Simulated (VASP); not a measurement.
# ZnSe: single point with r2SCAN

Crystal: ZnSe.

```
CELL_PARAMETERS angstrom
0.00000 2.86100 2.86100
2.86100 0.00000 2.86100
2.86100 2.86100 0.00000
ATOMIC_POSITIONS crystal
Zn 0.00000 0.00000 0.00000
Se 0.25000 0.25000 0.25000
```

This cell differs from its parent crystal: volume scaled by 1.03.

- Program: VASP 6.6.1
- Task: single point
- Functional: r2SCAN
- Potentials or basis: VASP PAW PBE potentials, release 64 (Zn, Se)
- Cutoff: 520 eV
- k mesh: 8 × 8 × 8
- Occupations: gaussian, width 0.02 eV
- Spin: no spin polarisation
- Dipole correction: no
- Further INCAR settings: ALGO = Normal; EDIFF = 1e-07; NBANDS = 16

```yaml
Pressure: -1.7 GPa
Band_gap_on_the_k_mesh: 1.74 eV, direct
```

Levels at points of the mesh, in eV from the valence-band top:
```
           k point  band 7  band 8  band 9  band 10  band 11  band 12
(0.00, 0.00, 0.00)    0.00    0.00    0.00     1.74     6.32     6.32
(0.50, 0.00, 0.00)   -5.11   -0.84   -0.84     3.00     6.87     6.87
(0.50, 0.50, 0.00)   -4.66   -2.13   -2.13     3.40     3.87    11.28
```

It took 51 s on 1 thread of Intel(R) Xeon(R) 6975P-C (Granite Rapids) (shared host), peak memory 0.18 GiB.

Caveat: the PAW data sets were made with another functional, which shifts forces and pressure a little.
